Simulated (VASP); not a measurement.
Here is a VASP 6.6.1 calculation.

Contents of INCAR:

```
ALGO = Normal
EDIFF = 1E-7
ENCUT = 520
GGA = PE
ISIF = 2
ISMEAR = 0
LASPH = True
LCHARG = False
LREAL = False
LWAVE = False
NBANDS = 30
NELM = 100
PREC = Accurate
SIGMA = 0.1
```

File KPOINTS:

```
k-points
0
Gamma
  4 4 2
```

The input POSCAR:

```
Rb
1.0
    4.2672215719     -6.3691250913      0.0000000000
    4.2672215719      6.3691250913      0.0000000000
    0.0000000000      0.0000000000      9.6470799491
Rb
5
Direct
    0.5000000000      0.0000000000      0.2500000000
    0.0000000000      0.5000000000      0.7500000000
    0.0000000000      0.5000000000      0.2500000000
    0.5000000000      0.0000000000      0.7500000000
    0.0000000000      0.0000000000      0.0000000000
```

Potentials or basis: VASP PAW PBE potentials, release 64 (Rb_sv).

The run is started by

```sh
$ cat potpaw_PBE.64/Rb_sv/POTCAR > POTCAR
$ mpirun -np 1 vasp_std > vasp.out
```

Q: What does it give for the pressure?

A: 0.4 GPa.

Q: What does it give for the largest force?

A: 0.094 eV/Å.

Forces in eV/Å, atoms in the order of the input:
```
Rb   0.000  0.000  0.094
Rb   0.000  0.000 -0.094
Rb   0.000  0.000  0.094
Rb   0.000  0.000 -0.094
Rb   0.000  0.000  0.000
```
